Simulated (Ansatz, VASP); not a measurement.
# Two plane-wave programs on Be2Se

```xyz
3
Lattice="4.3838 0.0000 0.0000 -2.1919 3.7964 0.0000 0.0000 0.0000 2.6061" Properties=species:S:1:pos:R:3 pbc="T T T"
Be    2.1919    1.2655    1.3031
Be    0.0000    2.5310    1.3031
Se    0.0000    0.0000    0.0000
```

Change from the starting cell: species swapped into the TlBi2 type (P6/mmm, No. 191).

Alike in both runs: task relaxation of cell and atoms; functional PBE; k mesh 12 × 12 × 18; occupations gaussian, width 0.1 eV; no spin polarisation.

|  | VASP | Ansatz |
| --- | --- | --- |
| version | VASP 6.6.1 | Ansatz 0.2.0 |
| potentials or method | VASP PAW PBE potentials, release 64 (Be, Se), cutoff 600 eV | scalar-relativistic, plane waves, PAW |
| valence electrons in the cell | 10 | 20 |

Ansatz gave:

```
gap on the k mesh at the Fermi level, each at its own relaxed structure (eV) : none
relaxed volume (Å³/atom)                                                     : 13.31
relaxed cell length with the largest relative difference (Å)                 : 3.438
```

Which values does VASP return?

gap on the k mesh at the Fermi level, each at its own relaxed structure (eV): none; relaxed volume (Å³/atom): 13.30; relaxed cell length with the largest relative difference (Å): 3.437.

A gap of «none» marks a metal or a gap that the smearing closes. VASP's potentials hold 10 valence electrons a cell and Ansatz's 20, so a difference there can come from the potentials and not from the codes.
